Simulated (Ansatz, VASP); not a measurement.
Sc4Mo in VASP and in Ansatz

```
Sc Mo
1.0
    -3.17907    3.17907    3.17907
     3.17907   -3.17907    3.17907
     3.17907    3.17907   -3.17907
Sc Mo
4 1
Direct
  0.50000 0.50000 0.50000
  0.00000 0.00000 0.50000
  0.00000 0.50000 0.00000
  0.50000 0.00000 0.00000
  0.00000 0.00000 0.00000
```

Alike in both runs: functional PBE; k mesh 8 × 8 × 8; occupations gaussian, width 0.1 eV; no spin polarisation.

Ansatz relaxed the structure, and its values are those at the end. VASP's run is a single point on that final structure, the one shown.

|  | VASP | Ansatz |
| --- | --- | --- |
| version | VASP 6.6.1 | Ansatz 0.2.0 |
| potentials or method | VASP PAW PBE potentials, release 64 (Sc_sv, Mo_sv), cutoff 520 eV | scalar-relativistic, plane waves, PAW |
| valence electrons in the cell | 58 | 58 |

Ansatz gave:

| Quantity | Value |
| --- | --- |
| gap on the k mesh at the Fermi level (eV) | none |
| pressure (GPa) | 0.0 |

Q: Estimate VASP's values.

A: gap on the k mesh at the Fermi level (eV): none; pressure (GPa): 0.1.

A gap of «none» marks a metal or a gap that the smearing closes. The functional is the same, so the differences come from potentials, cutoffs and numerics.
